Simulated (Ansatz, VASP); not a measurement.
**KBr in VASP and in Ansatz**

```
K Br
1.0
     0.00000    3.38612    3.28217
     3.38612    0.00000    3.28217
     3.38612    3.38612    0.00000
K Br
1 1
Direct
  0.00000 0.00000 0.00000
  0.50000 0.50000 0.50000
```

Change from the starting cell: epitaxial_xy strain +2.5%.

Alike in both runs: task single point; functional HSE06; k mesh 4 × 4 × 4; no spin polarisation.

|  | VASP | Ansatz |
| --- | --- | --- |
| version | VASP 6.6.1 | Ansatz 0.2.0 |
| potentials or method | VASP PAW PBE potentials, release 64 (K_sv, Br) | plane waves, PAW |
| plane-wave cutoff (eV) | 520 | 420 |
| occupations | gaussian, width 0.01 eV | fixed |
| valence electrons in the cell | 16 | 16 |

```csv
,VASP,Ansatz,Ansatz less VASP
gap on the k mesh at the Fermi level (eV),5.46,5.46,+0.002
pressure (GPa),-0.2,-0.2,-0.01
"traceless stress, the component that is largest in VASP (GPa)",0.56,0.56,-0.007
```

Ansatz's warnings: stress exchange threshold loose, stress scf threshold loose.
